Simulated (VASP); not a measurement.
# CoSi2 (P1) in VASP: single point with PBE

Aim: the single point of CoSi2 with PBE.

Program: VASP 6.6.1. These are calculated values, not measurements. Logs are shortened: lines on timing, memory, paths and dates and some standing lists are left out, and cuts for length are marked.

## Step 1: The cell of the first run

The typed cell holds 3 atoms: a = 3.790 Å, b = 3.790 Å, c = 3.790 Å, α = 60.00°, β = 60.00°, γ = 60.00°.

## Step 2: Single point, PBE (atoms moved at random)

File INCAR:

```
SYSTEM = CoSi2
PREC     = Accurate       ! precision mode
ENCUT    = 520            ! plane-wave cutoff, eV
EDIFF    = 1E-7           ! SCF threshold, eV
ISMEAR   = 0              ! smearing method
SIGMA    = 0.15           ! smearing width, eV
LREAL    = .FALSE.        ! projectors in reciprocal space
LASPH    = .TRUE.         ! aspherical terms in the spheres
NELM     = 100            ! most SCF steps
ALGO     = Normal         ! electronic algorithm
ISIF     = 2              ! what is computed and relaxed
LWAVE    = .FALSE.        ! write WAVECAR
LCHARG   = .FALSE.        ! write CHGCAR
GGA      = PE             ! functional
NBANDS   = 16             ! bands
```

File KPOINTS:

```
regular mesh
0
G
  12 12 12
  0 0 0
```

File POSCAR:

```
CoSi2
1.0
    0.0000000000      2.6799390576      2.6799390576
    2.6799390576      0.0000000000      2.6799390576
    2.6799390576      2.6799390576      0.0000000000
Co Si
1 2
Direct
   -0.0219664924      0.0215305902      0.0151799021
    0.2681126890      0.2411184114      0.2310887076
    0.7538538034      0.7373509984      0.7537313903
```

Potentials or basis: VASP PAW PBE potentials, release 64 (Co, Si).

Launch:

```
> cat potpaw_PBE.64/Co/POTCAR potpaw_PBE.64/Si/POTCAR > POTCAR
> mpirun -np 1 vasp_std > vasp.out
```

OUTCAR:

```text
SYSTEM = CoSi2
   PREC = Accurate
   ENCUT = 520
   EDIFF = 1E-7
   ISMEAR = 0
   LREAL = .FALSE.
   LASPH = .TRUE.
   NELM = 100
   ISIF = 2
   GGA = PE

 ion  position               nearest neighbor table
   1  0.978  0.022  0.015-   2 2.20   3 2.22   2 2.25   3 2.29   3 2.38   3 2.40   2 2.42   2 2.43

   2  0.268  0.241  0.231-   1 2.20   1 2.25   1 2.42   1 2.43   3 2.63   3 2.63   3 2.66   3 2.70
                             3 2.73   3 2.73
   3  0.754  0.737  0.754-   1 2.22   1 2.29   1 2.38   1 2.40   2 2.63   2 2.63   2 2.66   2 2.70
                             2 2.73   2 2.73

  LATTYP: Found a face centered cubic cell.
 ALAT       =     5.3598781152

  Lattice vectors:

 A1 = (   0.0000000000,   2.6799390576,   2.6799390576)
 A2 = (   2.6799390576,   0.0000000000,   2.6799390576)
 A3 = (   2.6799390576,   2.6799390576,   0.0000000000)

Analysis of symmetry for initial positions (statically):
=====================================================================
 Subroutine PRICEL returns:
 Original cell was already a primitive cell.

 Routine SETGRP: Setting up the symmetry group for a
 face centered cubic supercell.

 Subroutine GETGRP returns: Found  1 space group operations
 (whereof  1 operations were pure point group operations)
 out of a pool of 48 trial point group operations.

The static configuration has the point symmetry C_1 .

Analysis of symmetry for dynamics (positions and initial velocities):
=====================================================================
 Subroutine PRICEL returns:
 Original cell was already a primitive cell.

 Routine SETGRP: Setting up the symmetry group for a
 face centered cubic supercell.

 Subroutine GETGRP returns: Found  1 space group operations
 (whereof  1 operations were pure point group operations)
 out of a pool of 48 trial point group operations.

The dynamic configuration has the point symmetry C_1 .

 Subroutine INISYM returns: Found  1 space group operations
 (whereof  1 operations are pure point group operations),
 and found     1 'primitive' translations

----------------------------------------------------------------------------------------

                                     Primitive cell

  volume of cell :      38.4950

  direct lattice vectors                    reciprocal lattice vectors
     0.000000000  2.679939058  2.679939058    -0.186571407  0.186571407  0.186571407
[... 89 lines left out ...]
   LREAL  =      F    real-space projection
   EDIFFG = 0.1E-05   stopping-criterion for IOM
   NSW    =      0    number of steps for IOM
   IBRION =     -1    ionic relax: 0-MD 1-quasi-New 2-CG
   NFREE  =      0    steps in history (QN), initial steepest desc. (CG)
   ISIF   =      2    stress and relaxation
   ISYM   =      2    0-nonsym 1-usesym 2-fastsym
   POTIM  = 0.5000    time-step for ionic-motion
   TEBEG  =    0.0;   TEEND  =   0.0 temperature during run
   PSTRESS=    0.0 pullay stress
   NELECT =      17.0000    total number of electrons
   NUPDOWN=      -1.0000    fix difference up-down
   EMIN   =  10.00;   EMAX   =-10.00  energy-range for DOS
   EFERMI =   0.00;   METHOD = LEGACY
   ISMEAR =     0;   SIGMA  =   0.15  broadening in eV -4-tet -1-fermi 0-gaus
   EFERMI_NEDOS =   21; number of points for ismear=-14 and -15
   IALGO  =     38    algorithm
   IMIX   =      4    mixing-type and parameters
     AMIX     =   0.40;   BMIX     =  1.00
     AMIX_MAG =   1.60;   BMIX_MAG =  1.00
  volume/ion in A,a.u.               =      12.83        86.59
  Fermi-wavevector in a.u.,A,eV,Ry     =   1.246684  2.355890 21.146444  1.554220
  Thomas-Fermi vector in A             =   2.380850
   LORBIT       =      0    0 simple, 1 ext, 2 COOP (PROOUT), +10 PAW based schemes
   GGA     = PE    functional components
   LHFCALC =     F    Hartree Fock is set to
   AEXX    =    0.0000 exact exchange contribution
   IVDW    =     0    specifies the selected vdW correction
   LEPSILON=     F    determine dielectric tensor
   LRPA    =     F    only Hartree local field effects (RPA)
 non-spin polarized calculation
 Gauss-broadening in eV      SIGMA  =   0.15
  energy-cutoff  :      520.00
  volume of cell :       38.50
 maximum number of plane-waves:      1056
   NGX = 15   NGY = 15   NGZ = 15

 number of electron      16.9999998 magnetization

 Free energy of the ion-electron system (eV)
  ---------------------------------------------------
  ext. energy  EPLUGINS =         0.00000000
  ---------------------------------------------------
  free energy    TOTEN  =       -19.15073108 eV

  energy without entropy =      -19.13918094  energy(sigma->0) =      -19.14495601

 E-fermi :  10.0654     XC(G=0): -11.7319

 val. band max:       10.0536257672   @ k =   0.0833   0.4167   0.0000
 cond. band min:      10.0678961334   @ k =   0.4167   0.0833   0.0000
 fundamental gap:      0.0142703662
 Fermi energy:        10.0654185698

 k-point     1 :       0.0000    0.0000    0.0000
  band No.  band energies     occupation
      1      -3.0458      2.00000
      2       5.9280      2.00000
      3       5.9719      2.00000
      4       6.0483      2.00000
      5       8.1178      2.00000
      6       8.1419      2.00000
[... 433 lines left out ...]
      3       6.3407      2.00000
      4       6.3853      2.00000
      5       8.0319      2.00000
      6       8.3617      2.00000
[... 8 lines left out ...]
     15      20.2909      0.00000
     16      21.4277      0.00000

 [... further k-points ...]

------------------------ aborting loop because EDIFF is reached ----------------------------------------

  FORCE on cell =-STRESS in cart. coord.  units (eV):
  Direction    XX          YY          ZZ          XY          YZ          ZX
  --------------------------------------------------------------------------------------
  -------------------------------------------------------------------------------------
  Total        0.3163037      0.5190134      0.5476158     -0.6025983      0.4464252      0.1647331
  in kB       13.1646746     21.6015257     22.7919656    -25.0803578     18.5803796      6.8562529
  external PRESSURE =      19.1860553 kB  Pullay stress =       0.0000000 kB

 VOLUME and BASIS-vectors are now :
 -----------------------------------------------------------------------------
  energy-cutoff  :      520.00
  volume of cell :       38.50
      direct lattice vectors                 reciprocal lattice vectors
     0.000000000  2.679939058  2.679939058    -0.186571407  0.186571407  0.186571407
     2.679939058  0.000000000  2.679939058     0.186571407 -0.186571407  0.186571407
     2.679939058  2.679939058  0.000000000     0.186571407  0.186571407 -0.186571407

 POSITION                                       TOTAL-FORCE (eV/Angst)
 -----------------------------------------------------------------------------------
      0.09838      2.66175      2.67877        -1.749602      0.491168     -0.012661
      1.26549      1.33783      1.36471         1.143795     -0.134840     -0.349561
      3.99601      4.04024      3.99634         0.605807     -0.356328      0.362222
 -----------------------------------------------------------------------------------
    total drift:                                0.000074     -0.000229     -0.000019

  FREE ENERGIE OF THE ION-ELECTRON SYSTEM (eV)
  ---------------------------------------------------
  free  energy   TOTEN  =       -19.1507310769 eV

  energy  without entropy=      -19.1391809390  energy(sigma->0) =      -19.14495601
```

OSZICAR:

```text
N       E                     dE             d eps       ncg     rms          rms(c)
DAV:   1     0.605815582598E+02    0.60582E+02   -0.68041E+03 27824   0.102E+03
DAV:   2    -0.173277115385E+02   -0.77909E+02   -0.69350E+02 30752   0.202E+02
DAV:   3    -0.204963640493E+02   -0.31687E+01   -0.31101E+01 36368   0.451E+01
DAV:   4    -0.205512784730E+02   -0.54914E-01   -0.54882E-01 33224   0.570E+00
DAV:   5    -0.205529655996E+02   -0.16871E-02   -0.16871E-02 37000   0.104E+00    0.143E+01
DAV:   6    -0.240773015271E+02   -0.35243E+01   -0.23566E+01 28968   0.102E+02    0.174E+01
DAV:   7    -0.191835082547E+02    0.48938E+01   -0.10841E+01 35008   0.801E+01    0.325E+00
DAV:   8    -0.191828865109E+02    0.62174E-03   -0.73398E-01 33696   0.561E+00    0.191E+00
DAV:   9    -0.191507586842E+02    0.32128E-01   -0.88999E-02 33648   0.560E+00    0.490E-01
DAV:  10    -0.191508328618E+02   -0.74178E-04   -0.66615E-03 39040   0.124E+00    0.136E-01
DAV:  11    -0.191507036762E+02    0.12919E-03   -0.80689E-04 36216   0.522E-01    0.386E-02
DAV:  12    -0.191507311810E+02   -0.27505E-04   -0.74942E-05 31184   0.609E-02    0.146E-02
DAV:  13    -0.191507307453E+02    0.43568E-06   -0.80357E-06 38752   0.469E-02    0.665E-03
DAV:  14    -0.191507310725E+02   -0.32721E-06   -0.11158E-06 30896   0.709E-03    0.228E-03
DAV:  15    -0.191507310769E+02   -0.44081E-08   -0.60740E-08 26008   0.427E-03
   1 F= -.19150731E+02 E0= -.19144956E+02  d E =-.115501E-01
```

Run time: 3.5 min. Hardware: 1 thread of Intel Xeon 6975P-C (Granite Rapids), shared host; peak memory 0.58 GiB.

Results:

* Free energy: -19.1507 eV
* Pressure: 1.9 GPa
* Largest force: 1.817 eV/Å
* Band gap on the k mesh: zero (an odd number of electrons rules out a gap without spin polarisation)

Forces on the atoms (eV/Å):
```
Co  -1.750  0.491 -0.013
Si   1.144 -0.135 -0.350
Si   0.606 -0.356  0.362
```

Caveat: the cell differs from its parent crystal (atoms moved at random); an odd number of electrons without spin polarisation forces a metal; a magnetic or distorted state may lie lower.
